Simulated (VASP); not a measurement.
Input of a VASP 6.6.1 run:

Contents of POSCAR:

```
Ti
1.0
    2.9229361911      0.0000000000      0.0000000000
   -1.4614680956      2.5313369952      0.0000000000
    0.0000000000      0.0000000000     11.7444110057
Ti
5
Direct
    0.0000000000      0.0000000000     -0.0011849574
    0.3333333333      0.6666666667      0.2000000000
    0.6666666667      0.3333333333      0.4011849574
    0.0000000000      0.0000000000      0.5992993947
    0.6666666667      0.3333333333      0.8007006053
```

Contents of INCAR.step1:

```
ALGO     = Normal         # electronic algorithm
EDIFF    = 1E-5           # SCF threshold, eV
ENCUT    = 550            # plane-wave cutoff, eV
GGA      = PE             # functional
GGA_COMPAT= False        
ISMEAR   = 0              # smearing method
LASPH    = True           # aspherical terms in the spheres
LCHARG   = False          # write CHGCAR
LREAL    = False          # projectors in reciprocal space
LWAVE    = True           # write WAVECAR
NBANDS   = 38             # bands
NELM     = 120            # most SCF steps
PREC     = Accurate       # precision mode
SIGMA    = 0.1            # smearing width, eV
```

Contents of INCAR.step2:

```
ALGO     = Normal         # electronic algorithm
EDIFF    = 1E-6           # SCF threshold, eV
ENCUT    = 550            # plane-wave cutoff, eV
GGA_COMPAT= False        
ISIF     = 2              # what is computed and relaxed
ISMEAR   = 0              # smearing method
ISTART   = 1            
LASPH    = True           # aspherical terms in the spheres
LCHARG   = False          # write CHGCAR
LMIXTAU  = True         
LREAL    = False          # projectors in reciprocal space
LWAVE    = False          # write WAVECAR
METAGGA  = R2SCAN         # meta-GGA
NBANDS   = 38             # bands
NELM     = 120            # most SCF steps
PREC     = Accurate       # precision mode
SIGMA    = 0.1            # smearing width, eV
```

The input KPOINTS:

```
k-points
0
Gamma
  18 18 4
```

Potentials or basis: VASP PAW PBE potentials, release 64 (Ti_sv).

Command:

```console
$ cat potpaw_PBE.64/Ti_sv/POTCAR > POTCAR
$ cp INCAR.step1 INCAR
$ mpirun -np 1 vasp_std > vasp.out
$ cp INCAR.step2 INCAR
$ mpirun -np 1 vasp_std > vasp.out
```

(1) What does it give for the largest force?

(2) Estimate the pressure.

(3) Predict the band gap on the k mesh.

Answers

(1) 0.005 eV/Å.

(2) 0.4 GPa.

(3) zero (bands 30 and 31 overlap by 1.31 eV).

Caveat: the PAW data sets were made with another functional, which shifts forces and pressure a little.
